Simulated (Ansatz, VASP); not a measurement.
# One calculation of PbS, two programs

```
CELL_PARAMETERS angstrom
4.04819 0.00000 0.00000
-2.02409 3.50583 0.00000
0.00000 0.00000 3.78417
ATOMIC_POSITIONS crystal
Pb 0.00000 0.00000 0.00000
S 0.66667 0.33333 0.50000
```

Alike in both runs: task single point; functional PBE; k mesh 10 × 10 × 10; occupations gaussian, width 0.05 eV; no spin polarisation.

```csv
,VASP,Ansatz
version,VASP 6.6.1,Ansatz 0.2.0
potentials or method,"VASP PAW PBE potentials, release 64 (Pb_d, S), cutoff 520 eV","scalar-relativistic, plane waves, PAW"
valence electrons in the cell,20,20
```

|  | VASP | Ansatz | Ansatz less VASP |
| --- | --- | --- | --- |
| pressure (GPa) | 0.9 | 0.9 | +0.07 |
| traceless stress, the component that is largest in VASP (GPa) | -0.12 | -0.11 | +0.008 |

Neither program's run includes spin-orbit coupling.
